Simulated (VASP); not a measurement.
# Li2S (Fm-3m) in VASP: a series of runs

Li2S is run at these levels: PBE, LDA; tasks: single point.

All numbers are computed with VASP 6.6.1; they aren't measurements. Logs are shortened: lines on timing, memory, paths and dates and some standing lists are left out, and cuts for length are marked.

## Step 1: The cell of the first run

Symmetry: Fm-3m, No. 225, cubic system. Conventional cell: a = 5.691 Å, b = 5.691 Å, c = 5.691 Å, α = 90.00°, β = 90.00°, γ = 90.00°. Within 3.3 Å of S (site symmetry m-3m) lie 8 Li at 2.46 Å. Within 3.3 Å of Li (site symmetry -43m) lie 4 S at 2.46 Å and 6 Li at 2.85 Å.

## Step 2: Single point, PBE

Input file INCAR:

```
SYSTEM = Li2S
PREC = Accurate
ENCUT = 750
EDIFF = 1E-6
ISMEAR = 0
SIGMA = 0.01
LREAL = .False.
LASPH = .True.
NELM = 120
ALGO = Normal
ISIF = 2
LWAVE = .False.
LCHARG = .True.
GGA = PE
LELF = .True.
LVHAR = .True.
NBANDS = 13
GGA_COMPAT = .False.
```

Input file KPOINTS:

```
Automatic mesh
0
Gamma
  4 4 4
  0 0 0
```

Input file POSCAR:

```
Li2S
1.0
    0.0000000000      2.8452942165      2.8452942165
    2.8452942165      0.0000000000      2.8452942165
    2.8452942165      2.8452942165      0.0000000000
S Li
1 2
Direct
    0.0000000000      0.0000000000      0.0000000000
    0.2500000000      0.2500000000      0.2500000000
    0.7500000000      0.7500000000      0.7500000000
```

Potentials or basis: VASP PAW PBE potentials, release 64 (S, Li_sv).

Started as:

```bash
> cat potpaw_PBE.64/S/POTCAR potpaw_PBE.64/Li_sv/POTCAR > POTCAR
> mpirun -np 1 vasp_std > vasp.out
```

OUTCAR:

```text
SYSTEM = Li2S
   PREC = Accurate
   ENCUT = 750
   EDIFF = 1E-6
   ISMEAR = 0
   LREAL = .False.
   LASPH = .True.
   NELM = 120
   ISIF = 2
   GGA = PE

 ion  position               nearest neighbor table
   1  0.000  0.000  0.000-   3 2.46   3 2.46   3 2.46   2 2.46   3 2.46   2 2.46   2 2.46   2 2.46

   2  0.250  0.250  0.250-   1 2.46   1 2.46   1 2.46   1 2.46
   3  0.750  0.750  0.750-   1 2.46   1 2.46   1 2.46   1 2.46

  LATTYP: Found a face centered cubic cell.
 ALAT       =     5.6905884330

  Lattice vectors:

 A1 = (   0.0000000000,   2.8452942165,   2.8452942165)
 A2 = (   2.8452942165,   0.0000000000,   2.8452942165)
 A3 = (   2.8452942165,   2.8452942165,   0.0000000000)

Analysis of symmetry for initial positions (statically):
=====================================================================
 Subroutine PRICEL returns:
 Original cell was already a primitive cell.

 Routine SETGRP: Setting up the symmetry group for a
 face centered cubic supercell.

 Subroutine GETGRP returns: Found 48 space group operations
 (whereof 48 operations were pure point group operations)
 out of a pool of 48 trial point group operations.

The static configuration has the point symmetry O_h .

Analysis of symmetry for dynamics (positions and initial velocities):
=====================================================================
 Subroutine PRICEL returns:
 Original cell was already a primitive cell.

 Routine SETGRP: Setting up the symmetry group for a
 face centered cubic supercell.

 Subroutine GETGRP returns: Found 48 space group operations
 (whereof 48 operations were pure point group operations)
 out of a pool of 48 trial point group operations.

The dynamic configuration has the point symmetry O_h .

 Subroutine INISYM returns: Found 48 space group operations
 (whereof 48 operations are pure point group operations),
 and found     1 'primitive' translations

----------------------------------------------------------------------------------------

                                     Primitive cell

  volume of cell :      46.0693

  direct lattice vectors                    reciprocal lattice vectors
     0.000000000  2.845294217  2.845294217    -0.175728751  0.175728751  0.175728751
     2.845294217  0.000000000  2.845294217     0.175728751 -0.175728751  0.175728751
     2.845294217  2.845294217  0.000000000     0.175728751  0.175728751 -0.175728751

  length of vectors
[... 77 lines left out ...]
   PSTRESS=    0.0 pullay stress
   NELECT =      12.0000    total number of electrons
   NUPDOWN=      -1.0000    fix difference up-down
   EMIN   =  10.00;   EMAX   =-10.00  energy-range for DOS
   EFERMI =   0.00;   METHOD = LEGACY
   ISMEAR =     0;   SIGMA  =   0.01  broadening in eV -4-tet -1-fermi 0-gaus
   EFERMI_NEDOS =   21; number of points for ismear=-14 and -15
   IALGO  =     38    algorithm
   IMIX   =      4    mixing-type and parameters
     AMIX     =   0.40;   BMIX     =  1.00
     AMIX_MAG =   1.60;   BMIX_MAG =  1.00
  volume/ion in A,a.u.               =      15.36       103.63
  Fermi-wavevector in a.u.,A,eV,Ry     =   1.045518  1.975742 14.872628  1.093107
  Thomas-Fermi vector in A             =   2.180317
   LORBIT       =      0    0 simple, 1 ext, 2 COOP (PROOUT), +10 PAW based schemes
   GGA     = PE    functional components
   LHFCALC =     F    Hartree Fock is set to
   AEXX    =    0.0000 exact exchange contribution
   IVDW    =     0    specifies the selected vdW correction
   LEPSILON=     F    determine dielectric tensor
   LRPA    =     F    only Hartree local field effects (RPA)
 non-spin polarized calculation
 Gauss-broadening in eV      SIGMA  =   0.01
  energy-cutoff  :      750.00
  volume of cell :       46.07
 maximum number of plane-waves:      2180
   NGX = 17   NGY = 17   NGZ = 17

 number of electron      11.9999998 magnetization

 Free energy of the ion-electron system (eV)
  ---------------------------------------------------
  ext. energy  EPLUGINS =         0.00000000
  ---------------------------------------------------
  free energy    TOTEN  =       -11.98652825 eV

  energy without entropy =      -11.98652825  energy(sigma->0) =      -11.98652825

 E-fermi :   1.5901     XC(G=0):  -8.5198

 val. band max:        1.4935424513   @ k =   0.0000   0.0000   0.0000
 cond. band min:       4.8773382631   @ k =   0.5000   0.5000   0.0000
 fundamental gap:      3.3837958118
 Fermi energy:         1.5900621959

 k-point     1 :       0.0000    0.0000    0.0000
  band No.  band energies     occupation
      1     -42.6800      2.00000
      2     -42.6368      2.00000
      3      -9.5409      2.00000
      4       1.4935      2.00000
      5       1.4935      2.00000
      6       1.4935      2.00000
      7       5.7806      0.00000
      8       7.7211      0.00000
      9       7.7211      0.00000
     10       7.7211      0.00000
     11      12.6800      0.00000
     12      12.6800      0.00000
     13      13.9364      0.00000
[... 98 lines left out ...]
  band No.  band energies     occupation
      1     -42.6573      2.00000
      2     -42.6573      2.00000
      3      -8.9654      2.00000
      4      -0.3407      2.00000
      5      -0.3407      2.00000
      6      -0.2741      2.00000
      7       6.9735      0.00000
      8       8.7937      0.00000
      9      10.3947      0.00000
     10      10.3947      0.00000
     11      13.4393      0.00000
     12      13.4393      0.00000
     13      14.1524      0.00000

------------------------ aborting loop because EDIFF is reached ----------------------------------------

  FORCE on cell =-STRESS in cart. coord.  units (eV):
  Direction    XX          YY          ZZ          XY          YZ          ZX
  --------------------------------------------------------------------------------------
  -------------------------------------------------------------------------------------
  Total        0.0719672      0.0719672      0.0719672     -0.0000000      0.0000000      0.0000000
  in kB        2.5028427      2.5028427      2.5028427     -0.0000000      0.0000000      0.0000000
  external PRESSURE =       2.5028427 kB  Pullay stress =       0.0000000 kB

 VOLUME and BASIS-vectors are now :
 -----------------------------------------------------------------------------
  energy-cutoff  :      750.00
  volume of cell :       46.07
      direct lattice vectors                 reciprocal lattice vectors
     0.000000000  2.845294217  2.845294217    -0.175728751  0.175728751  0.175728751
     2.845294217  0.000000000  2.845294217     0.175728751 -0.175728751  0.175728751
     2.845294217  2.845294217  0.000000000     0.175728751  0.175728751 -0.175728751

 POSITION                                       TOTAL-FORCE (eV/Angst)
 -----------------------------------------------------------------------------------
      0.00000      0.00000      0.00000         0.000000     -0.000000     -0.000000
      1.42265      1.42265      1.42265        -0.000000      0.000000     -0.000000
      4.26794      4.26794      4.26794        -0.000000     -0.000000      0.000000
 -----------------------------------------------------------------------------------
    total drift:                                0.000000      0.000000      0.000000

  FREE ENERGIE OF THE ION-ELECTRON SYSTEM (eV)
  ---------------------------------------------------
  free  energy   TOTEN  =       -11.9865282474 eV

  energy  without entropy=      -11.9865282474  energy(sigma->0) =      -11.98652825
```

OSZICAR:

```text
N       E                     dE             d eps       ncg     rms          rms(c)
DAV:   1     0.508892642290E+02    0.50889E+02   -0.68215E+03   208   0.117E+03
DAV:   2    -0.418469352520E+01   -0.55074E+02   -0.52682E+02   256   0.221E+02
DAV:   3    -0.120950793639E+02   -0.79104E+01   -0.78612E+01   400   0.515E+01
DAV:   4    -0.122870368488E+02   -0.19196E+00   -0.19192E+00   277   0.111E+01
DAV:   5    -0.122922319540E+02   -0.51951E-02   -0.51947E-02   347   0.138E+00    0.388E+00
DAV:   6    -0.119916156476E+02    0.30062E+00   -0.51036E-01   241   0.284E+00    0.291E+00
DAV:   7    -0.119758492248E+02    0.15766E-01   -0.14166E-01   298   0.167E+00    0.184E+00
DAV:   8    -0.119870363787E+02   -0.11187E-01   -0.28226E-02   270   0.947E-01    0.873E-01
DAV:   9    -0.119863110430E+02    0.72534E-03   -0.96691E-04   272   0.174E-01    0.482E-01
DAV:  10    -0.119865591522E+02   -0.24811E-03   -0.14452E-03   233   0.183E-01    0.286E-01
DAV:  11    -0.119865244073E+02    0.34745E-04   -0.10505E-04   295   0.618E-02    0.890E-02
DAV:  12    -0.119865258272E+02   -0.14199E-05   -0.49625E-06   268   0.145E-02    0.409E-02
DAV:  13    -0.119865282077E+02   -0.23805E-05   -0.61304E-06   259   0.121E-02    0.335E-03
DAV:  14    -0.119865282474E+02   -0.39651E-07   -0.16671E-07   147   0.362E-03
   1 F= -.11986528E+02 E0= -.11986528E+02  d E =-.918745E-44
```

Wall time 6.2 s (1 thread of Intel Xeon 6975P-C (Granite Rapids), shared host); peak memory 0.19 GiB.

Results:

```yaml
Free_energy: -11.9865 eV
Pressure: 0.3 GPa
Band_gap_on_the_k_mesh: 3.38 eV, indirect (least direct gap 4.29 eV)
```

Caveat: the k points lie up to 0.48 Å⁻¹ apart.

## Step 3: Single point, PBE

Input file INCAR:

```
  PREC = Accurate
  ENCUT = 750
  EDIFF = 1E-6
  ISMEAR = 0
  SIGMA = 0.01
  LREAL = False
  LASPH = True
  NELM = 120
  ALGO = Normal
  ISIF = 2
  LWAVE = False
  LCHARG = False
  GGA = PE
  NBANDS = 13
  GGA_COMPAT = False
```

Input file KPOINTS:

```
regular mesh
0
Gamma
  5 5 5
```

POSCAR is that of step 2.

Potentials or basis: VASP PAW PBE potentials, release 64 (S, Li_sv).

Started as:

```bash
> cat potpaw_PBE.64/S/POTCAR potpaw_PBE.64/Li_sv/POTCAR > POTCAR
> mpirun -np 1 vasp_std > vasp.out
```

It took 6.7 s on 1 thread of Intel Xeon 6975P-C (Granite Rapids), shared host; peak memory 0.19 GiB.

The run converged. Its results:

- Free energy: -11.9934 eV
- Pressure: 0.2 GPa
- Band gap on the k mesh: 3.67 eV, indirect (least direct gap 4.29 eV)

Levels at points of the mesh, in eV from the valence-band top:
```tsv
k point	band 2	band 3	band 4	band 5	band 6	band 7	band 8	band 9	band 10	band 11
(0.00, 0.00, 0.00)	-44.12	-11.04	0.00	0.00	0.00	4.29	6.23	6.23	6.23	11.19
```

A k mesh can miss the band edges. Expect the measured gap to be larger: semilocal functionals such as PBE lack the derivative discontinuity.

## Step 4: Single point, PBE

Input file INCAR:

```
ALGO = Normal ; EDIFF = 1E-6
ENCUT = 750 ; GGA = PE
GGA_COMPAT = F ; ISIF = 2
ISMEAR = 0 ; LASPH = T
LCHARG = F ; LREAL = F
LWAVE = F ; NBANDS = 13
NELM = 120 ; PREC = Accurate
SIGMA = 0.2
```

Input file KPOINTS:

```
k-points
0
Gamma
  6 6 6
```

POSCAR is that of step 3.

Started as:

```bash
> cat potpaw_PBE.64/S/POTCAR potpaw_PBE.64/Li_sv/POTCAR > POTCAR
> mpirun -np 1 vasp_std > vasp.out
```

Run time: 8 s. Hardware: 1 thread of Intel Xeon 6975P-C (Granite Rapids), shared host; peak memory 0.19 GiB.

The run converged. Its results:

| Quantity | Value |
| --- | --- |
| Free energy | -11.9945 eV |
| Pressure | 0.2 GPa |
| Band gap on the k mesh | 3.39 eV, indirect (least direct gap 4.29 eV) |

Levels at points of the mesh, in eV from the valence-band top:
```
           k point  band 3  band 4  band 5  band 6  band 7  band 8  band 9  band 10
(0.00, 0.00, 0.00)  -11.04    0.00    0.00    0.00    4.29    6.23    6.23     6.23
(0.50, 0.00, 0.00)  -10.60   -2.89   -0.51   -0.51    6.12    6.58    6.58     8.43
(0.50, 0.50, 0.00)  -10.47   -2.17   -1.43   -1.43    3.39    7.09   11.12    11.12
```

A k mesh can miss the band edges. PBE gaps usually lie below the measured ones, often by a third to a half.

## Step 5: Single point, LDA

Input file INCAR:

```
SYSTEM = Li2S
PREC     = Accurate       ! precision mode
ENCUT    = 750            ! plane-wave cutoff, eV
EDIFF    = 1E-6           ! SCF threshold, eV
ISMEAR   = 0              ! smearing method
SIGMA    = 0.01           ! smearing width, eV
LREAL    = .False.        ! projectors in reciprocal space
LASPH    = .True.         ! aspherical terms in the spheres
NELM     = 120            ! most SCF steps
ALGO     = Normal         ! electronic algorithm
ISIF     = 2              ! what is computed and relaxed
LWAVE    = .False.        ! write WAVECAR
LCHARG   = .False.        ! write CHGCAR
GGA      = CA             ! functional
NBANDS   = 13             ! bands
GGA_COMPAT= .False.
```

Input file KPOINTS:

```
regular mesh
0
Gamma
  6 6 6
  0 0 0
```

POSCAR is that of step 4.

Potentials or basis: VASP PAW LDA potentials, release 64 (S, Li_sv).

Started as:

```bash
> cat potpaw_LDA.64/S/POTCAR potpaw_LDA.64/Li_sv/POTCAR > POTCAR
> mpirun -np 1 vasp_std > vasp.out
```

Run time: 7.1 s. Hardware: 1 thread of Intel Xeon 6975P-C (Granite Rapids), shared host; peak memory 0.16 GiB.

The run converged. Its results:

* Free energy: -12.9880 eV
* Pressure: -2.8 GPa
* Band gap on the k mesh: 3.17 eV, indirect (least direct gap 4.08 eV)

Levels at points of the mesh, in eV from the valence-band top:
```
           k point  band 2  band 3  band 4  band 5  band 6  band 7  band 8  band 9  band 10  band 11
(0.00, 0.00, 0.00)  -43.14  -10.98    0.00    0.00    0.00    4.08    6.02    6.02     6.02    11.13
(0.50, 0.00, 0.00)  -43.17  -10.55   -2.95   -0.53   -0.53    5.94    6.38    6.38     8.22    12.53
(0.50, 0.50, 0.00)  -43.16  -10.42   -2.20   -1.47   -1.47    3.17    6.98   10.85    10.85    11.92
```

A k mesh can miss the band edges. LDA gaps usually lie below the measured ones, often by a third to a half.

## Step 6: Single point, PBE

Input file INCAR:

```
PREC = Accurate
ENCUT = 750
EDIFF = 1E-6
ISMEAR = 1
SIGMA = 0.05
LREAL = False
LASPH = True
NELM = 120
ALGO = Normal
ISIF = 2
LWAVE = False
LCHARG = False
GGA = PE
NBANDS = 13
GGA_COMPAT = False
```

Input file KPOINTS:

```
regular mesh
0
Gamma
  6 6 6
```

POSCAR is that of step 5.

Potentials or basis: VASP PAW PBE potentials, release 64 (S, Li_sv).

Started as:

```bash
> cat potpaw_PBE.64/S/POTCAR potpaw_PBE.64/Li_sv/POTCAR > POTCAR
> mpirun -np 1 vasp_std > vasp.out
```

Wall time 9 s (1 thread of Intel Xeon 6975P-C (Granite Rapids), shared host); peak memory 0.19 GiB.

Results (log left out):

* Free energy: -11.9945 eV
* Pressure: 0.2 GPa
* Band gap on the k mesh: 3.39 eV, indirect (least direct gap 4.29 eV)

Levels at points of the mesh, in eV from the valence-band top:
```tsv
k point	band 2	band 3	band 4	band 5	band 6	band 7	band 8	band 9	band 10	band 11
(0.00, 0.00, 0.00)	-44.12	-11.04	0.00	0.00	0.00	4.29	6.23	6.23	6.23	11.19
(0.50, 0.00, 0.00)	-44.14	-10.60	-2.89	-0.51	-0.51	6.12	6.58	6.58	8.43	12.83
(0.50, 0.50, 0.00)	-44.13	-10.47	-2.17	-1.43	-1.43	3.39	7.09	11.12	11.12	12.14
```

## Step 7: Summary

```tsv
level	potentials or basis	k mesh	smearing	gap on the mesh (eV)	pressure (GPa)
PBE	VASP PAW PBE potentials, release 64 (S, Li_sv)	4 × 4 × 4	gaussian 0.01 eV	3.38	0.3
PBE	VASP PAW PBE potentials, release 64 (S, Li_sv)	5 × 5 × 5	gaussian 0.01 eV	3.67	0.2
PBE	VASP PAW PBE potentials, release 64 (S, Li_sv)	6 × 6 × 6	gaussian 0.2 eV	3.39	0.2
LDA	VASP PAW LDA potentials, release 64 (S, Li_sv)	6 × 6 × 6	gaussian 0.01 eV	3.17	-2.8
PBE	VASP PAW PBE potentials, release 64 (S, Li_sv)	6 × 6 × 6	methfessel-paxton 0.05 eV	3.39	0.2
```

Alike in all rows: task single point; no spin polarisation; cell as given; cutoff (eV) 750.

Caveats: some runs use coarse meshes.

Absolute energies hang on the potentials; compare differences alone.
